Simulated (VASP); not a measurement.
A run of VASP 6.6.1 is set up as follows.

INCAR

```
SYSTEM = GaN
PREC     = Accurate       ! precision mode
ENCUT    = 520            ! plane-wave cutoff, eV
EDIFF    = 1E-6           ! SCF threshold, eV
ISMEAR   = -1             ! smearing method
SIGMA    = 0.05           ! smearing width, eV
LREAL    = .False.        ! projectors in reciprocal space
LASPH    = .True.         ! aspherical terms in the spheres
NELM     = 80             ! most SCF steps
ALGO     = Normal         ! electronic algorithm
ISIF     = 2              ! what is computed and relaxed
LWAVE    = .False.        ! write WAVECAR
LCHARG   = .True.         ! write CHGCAR
GGA      = PS             ! functional
LELF     = .True.         ! ELF
LVHAR    = .True.       
NBANDS   = 16             ! bands
```

KPOINTS

```
regular mesh
0
Gamma
  10 10 10
  0 0 0
```

POSCAR

```
GaN
1.0
    0.0000000000      2.2491150661      2.2491150661
    2.2491150661      0.0000000000      2.2491150661
    2.2491150661      2.2491150661      0.0000000000
Ga N
1 1
Direct
    0.0000000000      0.0000000000      0.0000000000
    0.2500000000      0.2500000000      0.2500000000
```

Potentials or basis: VASP PAW PBE potentials, release 64 (Ga_d, N).

Launch:

```console
$ cat potpaw_PBE.64/Ga_d/POTCAR potpaw_PBE.64/N/POTCAR > POTCAR
$ mpirun -np 1 vasp_std > vasp.out
```

Task: Predict the pressure.

Result: -0.2 GPa.

Task: Predict the band gap on the k mesh.

Result: 1.72 eV.

Caveat: the PAW data sets were made with another functional, which shifts forces and pressure a little.
